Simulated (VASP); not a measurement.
A run of VASP 6.6.1 is set up as follows.

INCAR

```
ALGO = Fast ; EDIFF = 1E-7
ENCUT = 520 ; GGA = PE
ISIF = 2 ; ISMEAR = 0
LASPH = T ; LCHARG = F
LREAL = F ; LWAVE = F
NBANDS = 50 ; NELM = 60
PREC = Accurate ; SIGMA = 0.1
```

File KPOINTS:

```
k-points
0
Gamma
  8 8 8
```

The input POSCAR:

```
TlPb2
1.0
    0.0000000000      4.6377235218      4.6377235218
    4.6377235218      0.0000000000      4.6377235218
    4.6377235218      4.6377235218      0.0000000000
Tl Pb
2 4
Direct
    0.0000000000      0.0000000000      0.0000000000
    0.2500000000      0.2500000000      0.2500000000
    0.6250000000      0.6250000000      0.6250000000
    0.1250000000      0.6250000000      0.6250000000
    0.6250000000      0.1250000000      0.6250000000
    0.6250000000      0.6250000000      0.1250000000
```

Potentials or basis: VASP PAW PBE potentials, release 64 (Tl_d, Pb_d).

Launch:

```bash
$ cat potpaw_PBE.64/Tl_d/POTCAR potpaw_PBE.64/Pb_d/POTCAR > POTCAR
$ mpirun -np 1 vasp_std > vasp.out
```

Estimate the band gap on the k mesh.

zero (bands 41 and 42 overlap by 2.12 eV).

Predict the pressure.

0.9 GPa.

Caveat: spin-orbit coupling is left out, which moves the levels of the heavy elements.
